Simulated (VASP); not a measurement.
# Zr (P6_3/mmc) in VASP: further runs, part 2 of 2

VASP 6.6.1. The steps go on from the part before.

### 3 Single point, PBEsol (20.45 Å³/atom)

This run uses another cell than the first one, of 20.45 Å³/atom.

Input file INCAR:

```
  PREC = Accurate
  ENCUT = 520
  EDIFF = 1E-6
  ISMEAR = 0
  SIGMA = 0.1
  LREAL = False
  LASPH = True
  NELM = 100
  ALGO = Fast
  ISIF = 2
  LWAVE = False
  LCHARG = False
  GGA = PS
  NBANDS = 19
```

Input file KPOINTS:

```
regular mesh
0
Gamma
  18 18 8
```

Input file POSCAR:

```
Zr
1.0
    3.0710165660      0.0000000000      0.0000000000
   -1.5355082830      2.6595783616      0.0000000000
    0.0000000000      0.0000000000      5.0063693996
Zr
2
Direct
    0.3333333333      0.6666666667      0.2500000000
    0.6666666667      0.3333333333      0.7500000000
```

Potentials or basis: VASP PAW PBE potentials, release 64 (Zr_sv).

The run is started by

```console
$ cat potpaw_PBE.64/Zr_sv/POTCAR > POTCAR
$ mpirun -np 1 vasp_std > vasp.out
```

OUTCAR:

```text
PREC = Accurate
   ENCUT = 520
   EDIFF = 1E-6
   ISMEAR = 0
   LREAL = False
   LASPH = True
   NELM = 100
   ISIF = 2
   GGA = PS

 ion  position               nearest neighbor table
   1  0.333  0.667  0.250-   2 3.07   2 3.07   2 3.07   2 3.07   2 3.07   2 3.07
   2  0.667  0.333  0.750-   1 3.07   1 3.07   1 3.07   1 3.07   1 3.07   1 3.07

  LATTYP: Found a hexagonal cell.
 ALAT       =     3.0710165660
 C/A-ratio  =     1.6301994118

  Lattice vectors:

[... 718 lines left out ...]

------------------------ aborting loop because EDIFF is reached ----------------------------------------

  FORCE on cell =-STRESS in cart. coord.  units (eV):
  Direction    XX          YY          ZZ          XY          YZ          ZX
  --------------------------------------------------------------------------------------
  -------------------------------------------------------------------------------------
  Total        2.7093200      2.7093200      2.7244856      0.0000000     -0.0000000      0.0000000
  in kB      106.1580779    106.1580779    106.7523043      0.0000000     -0.0000000      0.0000000
  external PRESSURE =     106.3561534 kB  Pullay stress =       0.0000000 kB

 VOLUME and BASIS-vectors are now :
 -----------------------------------------------------------------------------
  energy-cutoff  :      520.00
  volume of cell :       40.89
      direct lattice vectors                 reciprocal lattice vectors
     3.071016566  0.000000000  0.000000000     0.325625075  0.187999725  0.000000000
    -1.535508283  2.659578362  0.000000000     0.000000000  0.375999450  0.000000000
     0.000000000  0.000000000  5.006369400     0.000000000  0.000000000  0.199745548

 POSITION                                       TOTAL-FORCE (eV/Angst)
 -----------------------------------------------------------------------------------
     -0.00000      1.77305      1.25159        -0.000000      0.000000      0.000000
      1.53551      0.88653      3.75478         0.000000     -0.000000      0.000000
 -----------------------------------------------------------------------------------
    total drift:                               -0.000000      0.000000     -0.000000

  FREE ENERGIE OF THE ION-ELECTRON SYSTEM (eV)
  ---------------------------------------------------
  free  energy   TOTEN  =       -18.0378365453 eV

  energy  without entropy=      -18.0268677316  energy(sigma->0) =      -18.03235214
```

stdout:

```text
POSCAR found type information on POSCAR Zr
 POSCAR found :  1 types and       2 ions
 scaLAPACK will be used
 -----------------------------------------------------------------------------
|                                                                             |
|                                                                             |
|     You enforced a specific xc type in the INCAR file but a different       |
|     I HOPE YOU KNOW WHAT YOU ARE DOING!                                     |
|                                                                             |
 -----------------------------------------------------------------------------

 LDA part: xc-table for (Slater+PW92), standard interpolation
 POSCAR, INCAR and KPOINTS ok, starting setup
 FFT: planning ... GRIDC
 FFT: planning ... GRID_SOFT
 FFT: planning ... GRID
 WAVECAR not read
 entering main loop
WARNING in EDDRMM: call to ZHEGV failed, returncode =   8  4      5
WARNING in EDDRMM: call to ZHEGV failed, returncode =   8  4      7
WARNING in EDDRMM: call to ZHEGV failed, returncode =   6  3      7
```

It took 70 s on 1 thread of Intel Xeon 6975P-C (Granite Rapids), shared host; peak memory 0.24 GiB.

Results:

| Quantity | Value |
| --- | --- |
| Free energy | -18.0378 eV |
| Pressure | 10.6 GPa |
| Band gap on the k mesh | zero (bands 12 and 13 overlap by 1.27 eV) |

Caveat: the cell stands under pressure; the PAW data sets were made with another functional, which shifts forces and pressure a little.

### 4 Single point, PBEsol (24.71 Å³/atom)

This run uses another cell than the first one, of 24.71 Å³/atom.

Input file INCAR:

```
SYSTEM = Zr
  PREC = Accurate
  ENCUT = 520
  EDIFF = 1E-6
  ISMEAR = 0
  SIGMA = 0.1
  LREAL = .False.
  LASPH = .True.
  NELM = 60
  ALGO = Fast
  ISIF = 2
  LWAVE = .False.
  LCHARG = .True.
  GGA = PS
  LELF = .True.
  LVHAR = .True.
  NBANDS = 19
```

Input file KPOINTS:

```
regular mesh
0
Gamma
  18 18 8
  0 0 0
```

Input file POSCAR:

```
Zr
1.0
    3.2972450359      0.0000000000      0.0000000000
   -1.6486225179      2.8554979636      0.0000000000
    0.0000000000      0.0000000000      5.2497189826
Zr
2
Direct
    0.3333333333      0.6666666667      0.2500000000
    0.6666666667      0.3333333333      0.7500000000
```

The run is started by

```console
$ cat potpaw_PBE.64/Zr_sv/POTCAR > POTCAR
$ mpirun -np 1 vasp_std > vasp.out
```

It took 2.1 min on 1 thread of Intel Xeon 6975P-C (Granite Rapids), shared host; peak memory 0.27 GiB.

The run converged. Its results:

| Quantity | Value |
| --- | --- |
| Free energy | -18.0497 eV |
| Pressure | -8.0 GPa |
| Band gap on the k mesh | zero (bands 12 and 13 overlap by 1.09 eV) |

Levels at points of the mesh, in eV from the Fermi level:
| k point | band 10 | band 11 | band 12 | band 13 | band 14 | band 15 |
| --- | --- | --- | --- | --- | --- | --- |
| (0.00, 0.00, 0.00) | -2.89 | 0.83 | 0.83 | 0.97 | 0.97 | 1.47 |
| (0.50, 0.00, 0.00) | -2.38 | -1.98 | -0.33 | 0.52 | 0.70 | 1.35 |
| (0.00, 0.00, 0.50) | -3.93 | 0.04 | 0.04 | 0.74 | 0.74 | 0.74 |
| (0.50, 0.00, 0.50) | -2.72 | -0.96 | -0.96 | 1.42 | 1.42 | 2.07 |

Caveat: the cell stands under tension; the PAW data sets were made with another functional, which shifts forces and pressure a little.

### 5 Relaxation of shape and atoms at fixed volume, PBEsol (19.77 Å³/atom)

Input file INCAR:

```
PREC = Accurate ; ENCUT = 600
EDIFF = 1E-6 ; ISMEAR = 0
SIGMA = 0.1 ; LREAL = F
LASPH = T ; NELM = 100
ALGO = Fast ; ISIF = 4
LWAVE = F ; LCHARG = F
GGA = PS ; IBRION = 2
NSW = 50 ; EDIFFG = -0.01
```

Input file KPOINTS:

```
Automatic mesh
0
Gamma
  18 18 8
```

Input file POSCAR:

```
Zr
1.0
    3.0368913351      0.0000000000      0.0000000000
   -1.5184456676      2.6300250447      0.0000000000
    0.0000000000      0.0000000000      4.9507384683
Zr
2
Direct
    0.3333333333      0.6666666667      0.2500000000
    0.6666666667      0.3333333333      0.7500000000
```

The run is started by

```console
$ cat potpaw_PBE.64/Zr_sv/POTCAR > POTCAR
$ mpirun -np 1 vasp_std > vasp.out
```

Wall time 1.7 min (1 thread of Intel Xeon 6975P-C (Granite Rapids), shared host); peak memory 0.25 GiB.

The run converged. Its results:

```yaml
Free_energy: -17.9298 eV
Energy_gained_by_relaxing: 0.3 meV/atom
Ionic_steps: 3
Pressure_after_relaxing: 15.1 GPa
Band_gap_on_the_k_mesh: zero (bands 12 and 13 overlap by 1.32 eV)
```

Stress tensor (GPa, compression positive):
```
15.08  0.00  0.00
 0.00 15.08  0.00
 0.00  0.00 15.17
```

Step by step:
```
step  energy change (eV)  largest force (eV/Å)  pressure (GPa)  volume (Å³)
   1              0.0000                0.0000           15.25        39.54
   2             -0.0004                0.0000           15.16        39.54
   3             -0.0006                0.0000           15.11        39.54
```

Final structure:
```
Zr
1.0
     3.02898    0.00000    0.00000
    -1.51449    2.62317    0.00000
     0.00000    0.00000    4.97663
Zr
2
Direct
  0.33333 0.66667 0.25000
  0.66667 0.33333 0.75000
```

Levels at points of the mesh, in eV from the Fermi level:
| k point | band 8 | band 9 | band 10 | band 11 | band 12 | band 13 | band 14 | band 15 | band 16 |
| --- | --- | --- | --- | --- | --- | --- | --- | --- | --- |
| (0.00, 0.00, 0.00) | -25.67 | -5.88 | -3.48 | 0.75 | 0.93 | 0.93 | 1.68 | 1.71 | 1.71 |
| (0.50, 0.00, 0.00) | -25.88 | -3.20 | -2.75 | -2.73 | 0.37 | 0.69 | 0.79 | 1.62 | 6.16 |
| (0.00, 0.00, 0.50) | -25.77 | -4.04 | -4.04 | -0.10 | -0.10 | 0.88 | 0.88 | 0.88 | 0.88 |
| (0.50, 0.00, 0.50) | -26.06 | -3.41 | -3.41 | -1.51 | -1.51 | 2.40 | 2.40 | 2.68 | 2.68 |

Caveat: the PAW data sets were made with another functional, which shifts forces and pressure a little.

### 6 Overview

```csv
task,cell,cutoff (eV),gap on the mesh (eV),pressure (GPa)
single point,"a = 3.029, b = 3.029, c = 4.978 Å, angles 90.0, 90.0, 120.0°, 2 atoms",520,none,15.1
single point,"a = 3.071, b = 3.071, c = 5.006 Å, angles 90.0, 90.0, 120.0°, 2 atoms",520,none,10.6
single point,"a = 3.297, b = 3.297, c = 5.250 Å, angles 90.0, 90.0, 120.0°, 2 atoms",520,none,-8.0
relaxation of shape and atoms at fixed volume,"relaxed from a = 3.037, b = 3.037, c = 4.951 Å, angles 90.0, 90.0, 120.0°, 2 atoms",600,none,15.1
```

Alike in all rows: level PBEsol; potentials or basis VASP PAW PBE potentials, release 64 (Zr_sv); no spin polarisation; k mesh 18 × 18 × 8; smearing gaussian 0.1 eV.

Caveats: the PAW data sets were made with another functional, which shifts forces and pressure a little; the cell stands under pressure (at least some runs); the cell stands under tension (at least some runs).

Absolute energies hang on the potentials; compare differences alone.
